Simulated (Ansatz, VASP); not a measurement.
Two plane-wave programs on LiNbO3

File INCAR:

```
SYSTEM = LiNbO3
PREC = Accurate
ENCUT = 520
EDIFF = 1E-7
ISMEAR = 0
SIGMA = 0.05
LREAL = .False.
LASPH = .True.
NELM = 60
ALGO = Normal
ISIF = 2
LWAVE = .False.
LCHARG = .True.
GGA = PE
LELF = .True.
LVHAR = .True.
NBANDS = 45
```

File KPOINTS:

```
regular mesh
0
Gamma
  6 6 6
  0 0 0
```

The input POSCAR:

```
LiNbO3
1.0
    2.6070944571      1.5052066866      4.9249752358
   -2.6070944571      1.5052066866      4.9249752358
    0.0000000000     -3.0104133732      4.9249752358
Li Nb O
2 2 6
Direct
    0.2815913687      0.2815913687      0.2815913687
    0.7815913687      0.7815913687      0.7815913687
    0.0004900497      0.0004900497      0.0004900497
    0.5004900497      0.5004900497      0.5004900497
    0.1104619503      0.3580262714      0.7211003599
    0.7211003599      0.1104619503      0.3580262714
    0.3580262714      0.7211003599      0.1104619503
    0.2211003599      0.8580262714      0.6104619503
    0.8580262714      0.6104619503      0.2211003599
    0.6104619503      0.2211003599      0.8580262714
```

Input for Ansatz:

```yaml
crystal:
  lattice:
    - [2.6070944571, 1.5052066866, 4.9249752358]
    - [-2.6070944571, 1.5052066866, 4.9249752358]
    - [0.0, -3.0104133732, 4.9249752358]
  atoms:
    - { symbol: Li, position: [0.2815913687, 0.2815913687, 0.2815913687] }
    - { symbol: Li, position: [0.7815913687, 0.7815913687, 0.7815913687] }
    - { symbol: Nb, position: [0.0004900497, 0.0004900497, 0.0004900497] }
    - { symbol: Nb, position: [0.5004900497, 0.5004900497, 0.5004900497] }
    - { symbol: O, position: [0.1104619503, 0.3580262714, 0.7211003599] }
    - { symbol: O, position: [0.7211003599, 0.1104619503, 0.3580262714] }
    - { symbol: O, position: [0.3580262714, 0.7211003599, 0.1104619503] }
    - { symbol: O, position: [0.2211003599, 0.8580262714, 0.6104619503] }
    - { symbol: O, position: [0.8580262714, 0.6104619503, 0.2211003599] }
    - { symbol: O, position: [0.6104619503, 0.2211003599, 0.8580262714] }
basis:
  ecutwfc: 520.0
kpoints:
  mp_grid: { grid: [6, 6, 6] }
hamiltonian:
  xc: pbe
  pseudopotentials: { kind: paw, azcp: { folder: soft_1 } }
scf:
  occupations: { method: gaussian, width: 0.05 }
output:
  forces: true
  stress: true
  eigenvalues: true
```

Alike in both runs: task single point; functional PBE; k mesh 6 × 6 × 6; occupations gaussian, width 0.05 eV; no spin polarisation.

|  | VASP | Ansatz |
| --- | --- | --- |
| version | VASP 6.6.1 | Ansatz 0.2.0 |
| potentials or method | VASP PAW PBE potentials, release 64 (Li_sv, Nb_sv, O), cutoff 520 eV | scalar-relativistic, plane waves, PAW |
| valence electrons in the cell | 68 | 68 |

Ansatz gave:

* gap on the k mesh at the Fermi level (eV): 3.28
* least direct gap on the mesh (eV): 3.29
* rms of the force components (eV/Å): 0.345

Problem. Which values does VASP return?

Solution. gap on the k mesh at the Fermi level (eV): 3.27; least direct gap on the mesh (eV): 3.28; rms of the force components (eV/Å): 0.341.

Atom by atom the forces differ by 0.009 eV/Å (rms over components).

Noted on VASP's run: the cutoff is under 1.25 times that of the potentials, so the pressure is a little rough.
